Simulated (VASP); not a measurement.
Write the native input for VASP 6.6.1 that does the following.

- Task: G0W0 quasiparticle levels
- Functional: PBE
- Potentials or basis: VASP PAW PBE potentials, release 64 (Li_GW, H_GW)
- Cutoff: 500 eV
- k mesh: 6 × 6 × 4
- Occupations: gaussian, width 0.01 eV
- Spin: no spin polarisation
- Dipole correction: no
- GW scheme: G0W0
- GW iterations: 1
- Cutoff of the response function: 80
- Frequency points: 96
- Empty bands: 53
- Further INCAR settings: ALGO = EVGW0; EDIFF = 1e-08; NBANDS = 55

Crystal: LiH.

```
CELL_PARAMETERS angstrom
2.78155 0.00000 0.00000
-1.39077 2.40889 0.00000
0.00000 0.00000 4.87296
ATOMIC_POSITIONS crystal
Li 0.00000 0.00000 0.00000
Li 0.00000 0.00000 0.50000
H 0.33333 0.66667 0.25000
H 0.66667 0.33333 0.75000
```

The input as run:

POSCAR

```
LiH
1.0
    2.7815484418      0.0000000000      0.0000000000
   -1.3907742209      2.4088916124      0.0000000000
    0.0000000000      0.0000000000      4.8729606993
Li H
2 2
Direct
    0.0000000000      0.0000000000      0.0000000000
    0.0000000000      0.0000000000      0.5000000000
    0.3333333333      0.6666666667      0.2500000000
    0.6666666667      0.3333333333      0.7500000000
```

INCAR.step1

```
PREC = Accurate
ENCUT = 500
EDIFF = 1E-8
ISMEAR = 0
SIGMA = 0.01
LREAL = False
LASPH = True
NELM = 60
ALGO = Normal
LWAVE = True
LCHARG = False
GGA = PE
```

INCAR.step2

```
PREC = Accurate
ENCUT = 500
EDIFF = 1E-8
ISMEAR = 0
SIGMA = 0.01
LREAL = False
LASPH = True
NELM = 1
ALGO = Exact
LWAVE = True
LCHARG = False
GGA = PE
NBANDS = 55
LOPTICS = True
ISTART = 1
```

INCAR.step3

```
PREC = Accurate
ENCUT = 500
EDIFF = 1E-8
ISMEAR = 0
SIGMA = 0.01
LREAL = False
LASPH = True
ALGO = EVGW0
LWAVE = False
LCHARG = False
GGA = PE
NELMGW = 1
NBANDS = 55
ENCUTGW = 80.0
NOMEGA = 96
PRECFOCK = Fast
ISTART = 1
NBANDSGW = 10
OMEGAMAX = 30
```

KPOINTS

```
Automatic mesh
0
Gamma
  6 6 4
```

Potentials or basis: VASP PAW PBE potentials, release 64 (Li_GW, H_GW).

The run is started by

```bash
$ cat potpaw_PBE.64/Li_GW/POTCAR potpaw_PBE.64/H_GW/POTCAR > POTCAR
$ cp INCAR.step1 INCAR
$ mpirun -np 1 vasp_std > vasp.out
$ cp INCAR.step2 INCAR
$ mpirun -np 1 vasp_std > vasp.out
$ cp INCAR.step3 INCAR
$ mpirun -np 1 vasp_std > vasp.out
```

Results of the run:

```yaml
Quasiparticle_gap: 6.26 eV
Least_direct_quasiparticle_gap: 6.87 eV
Band_gap_of_the_starting_levels_on_the_mesh: 4.35 eV
Least_direct_gap_of_the_starting_levels_on_the_mesh: 4.95 eV
```

Caveat: the k points lie up to 0.43 Å⁻¹ apart; bands, screening cutoff and mesh are small and nothing is extrapolated, so the quasiparticle values aren't converged.

It took 85 s on 1 thread of Intel(R) Xeon(R) 6975P-C (Granite Rapids), on a shared host, peak memory 0.43 GiB.
